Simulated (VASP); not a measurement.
# HPb in VASP: relaxation of cell and atoms with PBEsol

Aim: the relaxation of cell and atoms of HPb with PBEsol.

Program: VASP 6.6.1. These are calculated values, not measurements. Logs are shortened: lines on timing, memory, paths and dates and some standing lists are left out, and cuts for length are marked.

## Step 1: The cell of the first run

The cell holds a slab with vacuum, 4 atoms: a = 4.789 Å, b = 4.789 Å, c = 22.000 Å, α = 90.00°, β = 90.00°, γ = 120.00°.

## Step 2: Relaxation of cell and atoms, PBEsol

INCAR reads:

```
SYSTEM = HPb
ALGO     = Normal         ! electronic algorithm
DIPOL    = 0.5 0.5 0.500
EDIFF    = 1E-7           ! SCF threshold, eV
EDIFFG   = -0.01          ! ionic threshold
ENCUT    = 500            ! plane-wave cutoff, eV
GGA      = PS             ! functional
GGA_COMPAT= .FALSE.      
IBRION   = 2              ! ionic algorithm
IDIPOL   = 3            
ISIF     = 3              ! what is computed and relaxed
ISMEAR   = -1             ! smearing method
LASPH    = .TRUE.         ! aspherical terms in the spheres
LATTICE_CONSTRAINTS= .TRUE. .TRUE. .FALSE.
LCHARG   = .FALSE.        ! write CHGCAR
LDIPOL   = .TRUE.       
LREAL    = .FALSE.        ! projectors in reciprocal space
LWAVE    = .FALSE.        ! write WAVECAR
NELM     = 120            ! most SCF steps
NELMDL   = -8           
NELMIN   = 4            
NSW      = 80             ! ionic steps
PREC     = Accurate       ! precision mode
SIGMA    = 0.05           ! smearing width, eV
```

KPOINTS reads:

```
k-points
0
G
  12 12 1
  0 0 0
```

POSCAR reads:

```
HPb
1.0
    4.7888000000      0.0000000000      0.0000000000
   -2.3944000000      4.1472224536      0.0000000000
    0.0000000000      0.0000000000     22.0000000000
Pb H
2 2
Direct
    0.3333333333      0.6666666667      0.4800909091
    0.6666666667      0.3333333333      0.5199090909
    0.3333333333      0.6666666667      0.3996363636
    0.6666666667      0.3333333333      0.6003636364
```

Potentials or basis: VASP PAW PBE potentials, release 64 (Pb_d, H).

On the command line:

```sh
$ cat potpaw_PBE.64/Pb_d/POTCAR potpaw_PBE.64/H/POTCAR > POTCAR
$ mpirun -np 1 vasp_std > vasp.out
```

OUTCAR:

```text
SYSTEM = HPb
   EDIFF = 1E-7
   EDIFFG = -0.01
   ENCUT = 500
   GGA = PS
   IBRION = 2
   ISIF = 3
   ISMEAR = -1
   LASPH = .TRUE.
   LREAL = .FALSE.
   NELM = 120
   NELMDL = -8
   NELMIN = 4
   NSW = 80
   PREC = Accurate

 ion  position               nearest neighbor table
   1  0.333  0.667  0.480-   3 1.77   2 2.90   2 2.90   2 2.90
   2  0.667  0.333  0.520-   4 1.77   1 2.90   1 2.90   1 2.90
   3  0.333  0.667  0.400-   1 1.77
   4  0.667  0.333  0.600-   2 1.77

  LATTYP: Found a hexagonal cell.
 ALAT       =     4.7888000000
 C/A-ratio  =     4.5940527898

  Lattice vectors:

 A1 = (   4.7888000000,   0.0000000000,   0.0000000000)
 A2 = (  -2.3944000000,   4.1472224536,   0.0000000000)
 A3 = (   0.0000000000,   0.0000000000,  22.0000000000)

Analysis of symmetry for initial positions (statically):
=====================================================================
 Subroutine PRICEL returns:
 Original cell was already a primitive cell.

 Routine SETGRP: Setting up the symmetry group for a
 hexagonal supercell.

 Subroutine GETGRP returns: Found 12 space group operations
 (whereof 12 operations were pure point group operations)
 out of a pool of 24 trial point group operations.

The static configuration has the point symmetry D_3d.

Analysis of symmetry for dynamics (positions and initial velocities):
=====================================================================
 Subroutine PRICEL returns:
 Original cell was already a primitive cell.

 Routine SETGRP: Setting up the symmetry group for a
 hexagonal supercell.

 Subroutine GETGRP returns: Found 12 space group operations
 (whereof 12 operations were pure point group operations)
 out of a pool of 24 trial point group operations.

The dynamic configuration has the point symmetry D_3d.

 Subroutine INISYM returns: Found 12 space group operations
 (whereof 12 operations are pure point group operations),
 and found     1 'primitive' translations

----------------------------------------------------------------------------------------

                                     Primitive cell

  volume of cell :     436.9248

  direct lattice vectors                    reciprocal lattice vectors
     4.788800000  0.000000000  0.000000000     0.208820581  0.120562619  0.000000000
    -2.394400000  4.147222454  0.000000000     0.000000000  0.241125238  0.000000000
     0.000000000  0.000000000 22.000000000     0.000000000  0.000000000  0.045454545

  length of vectors
     4.788800000  4.788800000 22.000000000     0.241125238  0.241125238  0.045454545

  position of ions in fractional coordinates (direct lattice)
     0.333333333  0.666666667  0.480090909
     0.666666667  0.333333333  0.519909091
     0.333333333  0.666666667  0.399636364
     0.666666667  0.333333333  0.600363636

  ion indices of the primitive-cell ions
   primitive index   ion index
                 1           1
                 2           2
                 3           3
                 4           4

----------------------------------------------------------------------------------------

 KPOINTS: k-points

Automatic generation of k-mesh.
 Grid dimensions read from file:
 generate k-points for:   12   12    1

 Generating k-lattice:

  Cartesian coordinates                     Fractional coordinates (reciprocal lattice)
     0.017401715  0.010046885  0.000000000     0.083333333 -0.000000000  0.000000000
     0.000000000  0.020093770  0.000000000     0.000000000  0.083333333  0.000000000
     0.000000000  0.000000000  0.045454545     0.000000000  0.000000000  1.000000000

  Length of vectors
     0.020093770  0.020093770  0.045454545

  Shift w.r.t. Gamma in fractional coordinates (k-lattice)
     0.000000000  0.000000000  0.000000000

 Subroutine IBZKPT returns following result:
 ===========================================

 Found     19 irreducible k-points:

 Following reciprocal coordinates:
            Coordinates               Weight
  0.000000  0.000000  0.000000      1.000000
  0.083333 -0.000000  0.000000      6.000000
  0.166667 -0.000000  0.000000      6.000000
  0.250000  0.000000  0.000000      6.000000
  0.333333 -0.000000  0.000000      6.000000
  0.416667 -0.000000  0.000000      6.000000
[... 11 lines left out ...]
  0.333333  0.250000  0.000000     12.000000
  0.333333  0.333333  0.000000      2.000000
   k-points           NKPTS =     19   k-points in BZ     NKDIM =     19   number of bands    NBANDS=     19
   number of dos      NEDOS =    301   number of ions     NIONS =      4
   total plane-waves  NPLWV = 207360
   dimension x,y,z NGX =    36 NGY =   36 NGZ =  160
   dimension x,y,z NGXF=    72 NGYF=   72 NGZF=  320
   ions per type =               2   2
   NGX,Y,Z   is equivalent  to a cutoff of  12.50, 12.50, 12.09 a.u.
   NGXF,Y,Z  is equivalent  to a cutoff of  25.00, 25.00, 24.18 a.u.
 SYSTEM =  HPb
   PREC   = accura    normal or accurate (medium, high low for compatibility)
   ISTART =      0    job   : 0-new  1-cont  2-samecut
   ICHARG =      2    charge: 1-file 2-atom 10-const
   ISPIN  =      1    spin polarized calculation?
   LNONCOLLINEAR =      F non collinear calculations
   LSORBIT =      F    spin-orbit coupling
   LASPH  =      T    aspherical Exc in radial PAW
   ENCUT  =  500.0 eV  36.75 Ry    6.06 a.u.   8.73  8.73 40.11*2*pi/ulx,y,z
   NELM   =    120;   NELMIN=  4; NELMDL= -8     # of ELM steps
   EDIFF  = 0.1E-06   stopping-criterion for ELM
   LREAL  =      F    real-space projection
   EDIFFG = -.1E-01   stopping-criterion for IOM
   NSW    =     80    number of steps for IOM
   IBRION =      2    ionic relax: 0-MD 1-quasi-New 2-CG
   NFREE  =      1    steps in history (QN), initial steepest desc. (CG)
   ISIF   =      3    stress and relaxation
   ISYM   =      2    0-nonsym 1-usesym 2-fastsym
   POTIM  = 0.5000    time-step for ionic-motion
   TEBEG  =    0.0;   TEEND  =   0.0 temperature during run
   PSTRESS=    0.0 pullay stress
   NELECT =      30.0000    total number of electrons
   NUPDOWN=      -1.0000    fix difference up-down
   EMIN   =  10.00;   EMAX   =-10.00  energy-range for DOS
   EFERMI =   0.00;   METHOD = LEGACY
   ISMEAR =    -1;   SIGMA  =   0.05  broadening in eV -4-tet -1-fermi 0-gaus
   EFERMI_NEDOS =   21; number of points for ismear=-14 and -15
   IALGO  =     38    algorithm
   IMIX   =      4    mixing-type and parameters
     AMIX     =   0.40;   BMIX     =  1.00
     AMIX_MAG =   1.60;   BMIX_MAG =  1.00
  volume/ion in A,a.u.               =     109.23       737.13
  Fermi-wavevector in a.u.,A,eV,Ry     =   0.670368  1.266811  6.114359  0.449393
  Thomas-Fermi vector in A             =   1.745864
   LORBIT       =      0    0 simple, 1 ext, 2 COOP (PROOUT), +10 PAW based schemes
   GGA     = PS    functional components
   LHFCALC =     F    Hartree Fock is set to
   AEXX    =    0.0000 exact exchange contribution
   IVDW    =     0    specifies the selected vdW correction
   LEPSILON=     F    determine dielectric tensor
   LRPA    =     F    only Hartree local field effects (RPA)
 conjugate gradient relaxation of ions
 non-spin polarized calculation
  energy-cutoff  :      500.00
  volume of cell :      436.92
 maximum number of plane-waves:     11112
 NGX is ok and might be reduce to    36
   NGX = 17   NGY = 17   NGZ = 81

--------------------------------------- Ionic step        1  -------------------------------------------

 number of electron      30.0000004 magnetization

 Free energy of the ion-electron system (eV)
  ---------------------------------------------------
  ext. energy  EPLUGINS =         0.00000000
  ---------------------------------------------------
  free energy    TOTEN  =       -12.51875558 eV

  energy without entropy =      -12.51709759  energy(sigma->0) =      -12.51792659

------------------------ aborting loop because EDIFF is reached ----------------------------------------

  FORCE on cell =-STRESS in cart. coord.  units (eV):
  Direction    XX          YY          ZZ          XY          YZ          ZX
  --------------------------------------------------------------------------------------
  -------------------------------------------------------------------------------------
  Total        0.9789567      0.9789567      0.9387604      0.0000000      0.0000000     -0.0000000
  in kB        3.5897762      3.5897762      3.4423785      0.0000000      0.0000000     -0.0000000
  external PRESSURE =       3.5406436 kB  Pullay stress =       0.0000000 kB
[... 285 lines left out ...]
  FREE ENERGIE OF THE ION-ELECTRON SYSTEM (eV)
  ---------------------------------------------------
  free  energy   TOTEN  =       -12.5480673438 eV

  energy  without entropy=      -12.5463003072  energy(sigma->0) =      -12.54718383

 dipolmoment           0.000000      0.000000      0.000000 electrons x Angstroem

--------------------------------------- Ionic step        9  -------------------------------------------

 number of electron      29.9999983 magnetization

 dipolmoment           0.000000      0.000000     -0.000000 electrons x Angstroem

 Free energy of the ion-electron system (eV)
  ---------------------------------------------------
  ext. energy  EPLUGINS =         0.00000000
  ---------------------------------------------------
  free energy    TOTEN  =       -12.54825680 eV

  energy without entropy =      -12.54648524  energy(sigma->0) =      -12.54737102

 E-fermi :  -3.2328     XC(G=0):  -2.2066

 val. band max:       -3.2628433664   @ k =   0.0000   0.0000   0.0000
 cond. band min:      -2.8850021173   @ k =   0.0833  -0.0000   0.0000
 fundamental gap:      0.3778412491
 Fermi energy:        -3.2327973780

 k-point     1 :       0.0000    0.0000    0.0000
  band No.  band energies     occupation
      1     -20.1050      2.00000
      2     -20.1050      2.00000
      3     -19.9534      2.00000
      4     -19.9534      2.00000
      5     -19.9487      2.00000
      6     -19.7949      2.00000
[... 11 lines left out ...]
     18       0.1656      0.00000
     19       0.2035      0.00000
[... 381 lines left out ...]
      5     -19.8075      2.00000
      6     -19.8075      2.00000
[... 11 lines left out ...]
     18       0.8574      0.00000
     19       1.8231      0.00000

------------------------ aborting loop because EDIFF is reached ----------------------------------------

 vacuum level on the upper side and lower side of the slab       (xc-potential included)        -0.056        -0.056

  FORCE on cell =-STRESS in cart. coord.  units (eV):
  Direction    XX          YY          ZZ          XY          YZ          ZX
  --------------------------------------------------------------------------------------
  -------------------------------------------------------------------------------------
  Total        0.0062043      0.0062043     -0.0186936      0.0000000     -0.0000000     -0.0000000
  in kB        0.0216647      0.0216647     -0.0652757      0.0000000     -0.0000000     -0.0000000
  external PRESSURE =      -0.0073154 kB  Pullay stress =       0.0000000 kB

 VOLUME and BASIS-vectors are now :
 -----------------------------------------------------------------------------
  energy-cutoff  :      500.00
  volume of cell :      458.83
      direct lattice vectors                 reciprocal lattice vectors
     4.907380623 -0.000000000  0.000000000     0.203774697  0.117649376  0.000000000
    -2.453690312  4.249916286  0.000000000     0.000000000  0.235298752  0.000000000
     0.000000000  0.000000000 22.000000000     0.000000000  0.000000000  0.045454545
[... 10 lines left out ...]
  FREE ENERGIE OF THE ION-ELECTRON SYSTEM (eV)
  ---------------------------------------------------
  free  energy   TOTEN  =       -12.5482568038 eV

  energy  without entropy=      -12.5464852368  energy(sigma->0) =      -12.54737102

 reached required accuracy - stopping structural energy minimisation

 vacuum level on the upper side and lower side of the slab         1.592         1.592
```

Wall time 9.9 min (1 thread of Intel Xeon 6975P-C (Granite Rapids), shared host); peak memory 0.6 GiB.

What came out:

```
Free energy                           : -12.5483 eV
Relaxed cell                          : a = 4.907 Å, b = 4.907 Å, c = 22.000 Å, α = 90.00°, β = 90.00°, γ = 120.00°
Space group after relaxing (to 0.1 Å) : P-3m1 (No. 164)
Energy gained by relaxing             : 7.4 meV/atom
Ionic steps                           : 9
Largest force after relaxing          : 0.007 eV/Å
Band gap on the k mesh                : zero (filled and empty bands touch)
```

Forces on the atoms (eV/Å):
```
Pb   0.000  0.000 -0.005
Pb   0.000  0.000  0.005
H    0.000  0.000 -0.007
H    0.000  0.000  0.007
```

The path:
| step | energy change (eV) | largest force (eV/Å) | pressure (GPa) | volume (Å³) |
| --- | --- | --- | --- | --- |
| 1 | 0.0000 | 0.2667 | 0.35 | 436.92 |
| 2 | -0.0234 | 0.0430 | 0.13 | 447.30 |
| 3 | -0.0277 | 0.1043 | -0.02 | 454.78 |
| 4 | -0.0277 | 0.0958 | -0.01 | 454.33 |
| 5 | -0.0287 | 0.0473 | -0.03 | 457.10 |
| 6 | -0.0287 | 0.0339 | -0.02 | 456.80 |
| 7 | -0.0289 | 0.0299 | -0.02 | 457.00 |
| 8 | -0.0293 | 0.0179 | -0.01 | 457.61 |
| 9 | -0.0295 | 0.0072 | 0.00 | 458.83 |

Final structure:
```cif
data_structure
_symmetry_space_group_name_H-M 'P 1'
_symmetry_Int_Tables_number 1
_cell_length_a 4.9074
_cell_length_b 4.9074
_cell_length_c 22.0000
_cell_angle_alpha 90.000
_cell_angle_beta 90.000
_cell_angle_gamma 120.000
_cell_volume 458.83
loop_
_atom_site_label
_atom_site_type_symbol
_atom_site_fract_x
_atom_site_fract_y
_atom_site_fract_z
_atom_site_occupancy
Pb1 Pb 0.33333 0.66667 0.48143 1
Pb2 Pb 0.66667 0.33333 0.51857 1
H1 H 0.33333 0.66667 0.39964 1
H2 H 0.66667 0.33333 0.60036 1
```

Levels at points of the mesh, in eV from the Fermi level:
| k point | band 13 | band 14 | band 15 | band 16 | band 17 | band 18 |
| --- | --- | --- | --- | --- | --- | --- |
| (0.00, 0.00, 0.00) | -1.99 | -1.20 | -0.03 | -0.03 | 3.40 | 3.40 |
| (0.50, 0.00, 0.00) | -2.84 | -2.31 | -1.23 | 0.84 | 3.31 | 4.02 |

Caveat: the PAW data sets were made with another functional, which shifts forces and pressure a little; spin-orbit coupling is left out, which moves the levels of the heavy elements.

The gap in the log of VASP goes by the Fermi energy; the results here count the filled bands.